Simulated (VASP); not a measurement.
Input of a VASP 6.6.1 run:

INCAR

```
SYSTEM = AlCo
  PREC = Accurate
  ENCUT = 520
  EDIFF = 1E-6
  ISMEAR = 0
  SIGMA = 0.15
  LREAL = .FALSE.
  LASPH = .TRUE.
  NELM = 60
  ALGO = Fast
  ISIF = 2
  LWAVE = .FALSE.
  LCHARG = .FALSE.
  GGA = PE
  IBRION = 2
  NSW = 100
  EDIFFG = -0.01
```

KPOINTS

```
Automatic mesh
0
G
  12 12 12
  0 0 0
```

Contents of POSCAR:

```
AlCo
1.0
    2.9038977974      0.0828841438      0.0566579329
    0.0828841438      2.9337596159      0.0683609667
    0.0566579329      0.0683609667      2.6378098121
Al Co
1 1
Direct
   -0.0661374879     -0.0130417050      0.0063988235
    0.5661374879      0.5130417050      0.4936011765
```

Potentials or basis: VASP PAW PBE potentials, release 64 (Al, Co).

Run with:

```console
$ cat potpaw_PBE.64/Al/POTCAR potpaw_PBE.64/Co/POTCAR > POTCAR
$ mpirun -np 1 vasp_std > vasp.out
```

Q: Estimate the band gap on the k mesh.

A: Zero (bands 6 and 7 overlap by 2.06 eV).

Q: Predict the energy gained by relaxing.

A: 299.6 meV/atom.

Forces on the atoms (eV/Å):
```
Al   0.002  0.000  0.002
Co  -0.002  0.000 -0.002
```

Caveat: the run has no spin polarisation, though such a crystal can be magnetic. Spin polarisation is off, so any magnetic state and its effect on volume and gap are missing.
